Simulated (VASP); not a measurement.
# TiO2 (P3_121) in VASP: further runs, part 2 of 2

VASP 6.6.1. Earlier steps stand in the parts before.

### 3 Single point, r2SCAN+D3(BJ)

The COD entry that gives the cell may itself be a prediction, so a difference from it is no test against experiment.

This run uses another cell than the first one, of 16.91 Å³/atom, 1.023 times its volume.

Input file POSCAR:

```
TiO2
1.0
    5.4428552589      0.0000000000      0.0000000000
   -2.7214276294      4.7136509233      0.0000000000
    0.0000000000      0.0000000000      5.9306009011
Ti O
3 6
Direct
    0.4551739623     -0.0000000414      0.3333371151
   -0.0000000414      0.4551739623      0.6666628849
    0.5448253033      0.5448253033      0.0000000000
    0.4133979119      0.2887907461      0.2275317451
    0.7112096663      0.1246069612      0.5608675274
    0.8753922575      0.5866032328      0.8941983681
    0.2887907461      0.4133979119      0.7724682549
    0.1246069612      0.7112096663      0.4391324726
    0.5866032328      0.8753922575      0.1058016319
```

Input file INCAR.step1:

```
PREC     = Accurate       # precision mode
ENCUT    = 520            # plane-wave cutoff, eV
ISMEAR   = 0              # smearing method
SIGMA    = 0.01           # smearing width, eV
LREAL    = False          # projectors in reciprocal space
LASPH    = True           # aspherical terms in the spheres
NELM     = 60             # most SCF steps
NBANDS   = 46             # bands
GGA      = PE             # functional
ALGO     = Normal         # electronic algorithm
EDIFF    = 1E-4           # SCF threshold, eV
LWAVE    = True           # write WAVECAR
LCHARG   = False          # write CHGCAR
```

Input file INCAR.step2:

```
PREC     = Accurate       # precision mode
ENCUT    = 520            # plane-wave cutoff, eV
EDIFF    = 1E-6           # SCF threshold, eV
ISMEAR   = 0              # smearing method
SIGMA    = 0.01           # smearing width, eV
LREAL    = False          # projectors in reciprocal space
LASPH    = True           # aspherical terms in the spheres
NELM     = 60             # most SCF steps
ALGO     = Normal         # electronic algorithm
ISIF     = 2              # what is computed and relaxed
LWAVE    = False          # write WAVECAR
LCHARG   = False          # write CHGCAR
METAGGA  = R2SCAN         # meta-GGA
LMIXTAU  = True         
IVDW     = 12             # dispersion correction
VDW_S6   = 1.0          
VDW_S8   = 0.78981345   
VDW_A1   = 0.49484001   
VDW_A2   = 5.73083694   
NBANDS   = 46             # bands
ISTART   = 1
```

Input file KPOINTS:

```
regular mesh
0
Gamma
  4 4 3
```

Potentials or basis: VASP PAW PBE potentials, release 64 (Ti_sv, O).

Started as:

```sh
> cat potpaw_PBE.64/Ti_sv/POTCAR potpaw_PBE.64/O/POTCAR > POTCAR
> cp INCAR.step1 INCAR
> mpirun -np 1 vasp_std > vasp.out
> cp INCAR.step2 INCAR
> mpirun -np 1 vasp_std > vasp.out
```

OUTCAR:

```text
PREC = Accurate
   ENCUT = 520
   EDIFF = 1E-6
   ISMEAR = 0
   LREAL = False
   LASPH = True
   NELM = 60
   ISIF = 2
   METAGGA = R2SCAN
   IVDW = 12
   ISTART = 1
 IVDW          = 12

 ion  position               nearest neighbor table
   1  0.455  1.000  0.333-   8 1.81   4 1.81   5 1.81   9 1.81
   2  1.000  0.455  0.667-   5 1.81   7 1.81   8 1.81   6 1.81
   3  0.545  0.545  0.000-   9 1.81   6 1.81   4 1.81   7 1.81
   4  0.413  0.289  0.228-   1 1.81   3 1.81
   5  0.711  0.125  0.561-   2 1.81   1 1.81
   6  0.875  0.587  0.894-   3 1.81   2 1.81
   7  0.289  0.413  0.772-   2 1.81   3 1.81
   8  0.125  0.711  0.439-   1 1.81   2 1.81
   9  0.587  0.875  0.106-   3 1.81   1 1.81

  LATTYP: Found a hexagonal cell.
 ALAT       =     5.4428552589
 C/A-ratio  =     1.0896120913

  Lattice vectors:

 A1 = (   5.4428552589,   0.0000000000,   0.0000000000)
 A2 = (  -2.7214276294,   4.7136509233,   0.0000000000)
[... 186 lines left out ...]
 fundamental gap:      4.2008848357
 Fermi energy:        -0.8124242984

 k-point     1 :       0.0000    0.0000    0.0000
  band No.  band energies     occupation
      1     -58.3140      2.00000
      2     -58.2967      2.00000
      3     -58.2966      2.00000
      4     -33.7343      2.00000
      5     -33.6987      2.00000
      6     -33.6986      2.00000
[... 822 lines left out ...]
     45       5.4538      0.00000
     46       5.6609      0.00000

------------------------ aborting loop because EDIFF is reached ----------------------------------------

 Edisp (eV)   -0.64687

 E8    (eV) :    -0.2003

  FORCE on cell =-STRESS in cart. coord.  units (eV):
  Direction    XX          YY          ZZ          XY          YZ          ZX
  --------------------------------------------------------------------------------------
  -------------------------------------------------------------------------------------
  Total       0.63743     0.63851     0.66749     0.00094    -0.00044     0.00076
  in kB       6.71211     6.72351     7.02871     0.00987    -0.00464     0.00804
  external pressure =        6.82 kB  Pullay stress =        0.00 kB

 VOLUME and BASIS-vectors are now :
 -----------------------------------------------------------------------------
  energy-cutoff  :      520.00
  volume of cell :      152.15
      direct lattice vectors                 reciprocal lattice vectors
     5.442855259  0.000000000  0.000000000     0.183727098  0.106074889  0.000000000
    -2.721427629  4.713650923  0.000000000     0.000000000  0.212149779  0.000000000
     0.000000000  0.000000000  5.930600901     0.000000000  0.000000000  0.168616978

 POSITION                                       TOTAL-FORCE (eV/Angst)
 -----------------------------------------------------------------------------------
     -0.24398      4.71365      1.97689        -0.018758      0.000139     -0.000938
      4.20413      2.14553      3.95371         0.009499     -0.016175      0.000938
      1.48270      2.56812      0.00000         0.009553      0.016546      0.000000
      1.46414      1.36126      1.34940        -0.060979      0.007451      0.044191
      3.53190      0.58735      3.32628         0.023873     -0.056869      0.044047
      3.16824      2.76504      5.30313         0.037465      0.048870      0.043599
      0.44681      1.94861      4.58120         0.036942     -0.049084     -0.044191
     -1.25729      3.35239      2.60432        -0.061186     -0.007760     -0.044047
      0.81048      4.12629      0.62747         0.023591      0.056881     -0.043599
 -----------------------------------------------------------------------------------
    total drift:                                0.000018      0.000032      0.000000

  FREE ENERGIE OF THE ION-ELECTRON SYSTEM (eV)
  ---------------------------------------------------
  free  energy   TOTEN  =      -104.0634910941 eV

  energy  without entropy=     -104.0634910941  energy(sigma->0) =     -104.06349109
```

OUTCAR.step1:

```text
PREC = Accurate
   ENCUT = 520
   ISMEAR = 0
   LREAL = False
   LASPH = True
[... 1071 lines left out ...]
      3.16824      2.76504      5.30313         0.091813      0.134556      0.099852
      0.44681      1.94861      4.58120         0.091094     -0.135017     -0.100753
     -1.25729      3.35239      2.60432        -0.163024     -0.011947     -0.100643
      0.81048      4.12629      0.62747         0.070623      0.146790     -0.099852
 -----------------------------------------------------------------------------------
    total drift:                                0.000436      0.000755      0.000000

  FREE ENERGIE OF THE ION-ELECTRON SYSTEM (eV)
  ---------------------------------------------------
  free  energy   TOTEN  =       -80.2723801036 eV

  energy  without entropy=      -80.2723801036  energy(sigma->0) =      -80.27238010
```

OSZICAR.step1:

```text
N       E                     dE             d eps       ncg     rms          rms(c)
DAV:   1     0.105138898332E+04    0.10514E+04   -0.36634E+04  1596   0.169E+03
DAV:   2     0.680733576511E+02   -0.98332E+03   -0.94495E+03  1858   0.518E+02
DAV:   3    -0.902966141750E+02   -0.15837E+03   -0.15720E+03  2042   0.206E+02
DAV:   4    -0.103599973056E+03   -0.13303E+02   -0.13283E+02  2616   0.570E+01
DAV:   5    -0.104351036535E+03   -0.75106E+00   -0.75085E+00  2256   0.101E+01    0.437E+01
DAV:   6    -0.808953767908E+02    0.23456E+02   -0.17690E+02  2444   0.100E+02    0.175E+01
DAV:   7    -0.804844732327E+02    0.41090E+00   -0.41481E+01  2296   0.400E+01    0.125E+01
DAV:   8    -0.802693912729E+02    0.21508E+00   -0.40732E+00  2084   0.169E+01    0.325E+00
DAV:   9    -0.802707887816E+02   -0.13975E-02   -0.66582E-01  2528   0.534E+00    0.143E+00
DAV:  10    -0.802725196355E+02   -0.17309E-02   -0.14349E-01  2122   0.326E+00    0.638E-01
DAV:  11    -0.802720779606E+02    0.44167E-03   -0.16607E-02  1864   0.122E+00    0.136E-01
DAV:  12    -0.802722116004E+02   -0.13364E-03   -0.85040E-04  2106   0.267E-01    0.685E-02
DAV:  13    -0.802723706704E+02   -0.15907E-03   -0.36339E-04  1632   0.151E-01    0.322E-02
DAV:  14    -0.802723801036E+02   -0.94332E-05   -0.63369E-05  1088   0.701E-02
   1 F= -.80272380E+02 E0= -.80272380E+02  d E =-.681562-143
```

Run time: 7.3 min. Hardware: 1 thread of Intel Xeon Platinum 8259CL at 2.50GHz (Skylake/Cascade Lake), shared host; peak memory 0.34 GiB.

Results:

```
Free energy                : -104.0635 eV
Pressure                   : 0.7 GPa
Largest force              : 0.076 eV/Å
Band gap on the k mesh     : 4.20 eV, indirect (least direct gap 4.29 eV)
Dispersion energy per atom : -0.072 eV
```

Forces in eV/Å, atoms in the order of the input:
```
Ti  -0.019  0.000 -0.001
Ti   0.009 -0.016  0.001
Ti   0.010  0.017  0.000
O   -0.061  0.007  0.044
O    0.024 -0.057  0.044
O    0.037  0.049  0.044
O    0.037 -0.049 -0.044
O   -0.061 -0.008 -0.044
O    0.024  0.057 -0.044
```

Caveat: three body term missing; the PAW data sets were made with another functional, which shifts forces and pressure a little. r2SCAN opens gaps a little over a GGA but as a rule still falls short of measured ones.
